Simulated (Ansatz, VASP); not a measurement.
**Two plane-wave programs on GaN**

```
CELL_PARAMETERS angstrom
2.24914 2.24914 0.00000
-2.24914 2.24914 0.00000
0.00000 2.24914 2.24914
ATOMIC_POSITIONS crystal
Ga 0.00000 0.00000 0.00000
N 0.25000 0.75000 0.50000
```

Alike in both runs: functional PBEsol; k mesh 14 × 14 × 14; occupations fermi-dirac, width 0.1 eV; no spin polarisation.

Ansatz relaxed the structure, and its values are those at the end. VASP's run is a single point on that final structure, the one shown.

```csv
,VASP,Ansatz
version,VASP 6.6.1,Ansatz 0.2.0
potentials or method,"VASP PAW PBE potentials, release 64 (Ga_d, N)","PAW with Ansatz's default frozen-core files, scalar-relativistic"
plane-wave cutoff (eV),520,420
valence electrons in the cell,18,18
```

Ansatz gave:

- pressure (GPa): 0.0

Problem. Estimate VASP's values.

Solution. Pressure (GPa): -0.2.

VASP's potentials were made for PBE, not for PBEsol.
